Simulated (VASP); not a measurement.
A run of VASP 6.6.1 is set up as follows.

Contents of INCAR:

```
SYSTEM = Eu
PREC = Accurate ; ENCUT = 520
EDIFF = 1E-7 ; ISMEAR = -1
SIGMA = 0.05 ; LREAL = .FALSE.
LASPH = .TRUE. ; NELM = 150
ALGO = Normal ; ISIF = 2
LWAVE = .FALSE. ; LCHARG = .FALSE.
ISPIN = 2 ; MAGMOM = 0
LORBIT = 11 ; NUPDOWN = 0.0
LMAXMIX = 6 ; GGA = PE
NBANDS = 18
```

File KPOINTS:

```
Automatic mesh
0
G
  7 7 7
  0 0 0
```

The input POSCAR:

```
Eu
1.0
    0.0000000000      2.7893026914      2.7893026914
    2.7893026914      0.0000000000      2.7893026914
    2.7893026914      2.7893026914      0.0000000000
Eu
1
Direct
    0.0000000000      0.0000000000      0.0000000000
```

Potentials or basis: VASP PAW PBE potentials, release 64 (Eu).

Command:

```sh
$ cat potpaw_PBE.64/Eu/POTCAR > POTCAR
$ mpirun -np 1 vasp_std > vasp.out
```

Q: Predict the pressure.

A: -4.2 GPa.

Caveat: the cell stands under tension; the total moment is fixed, so each spin has its own Fermi level.
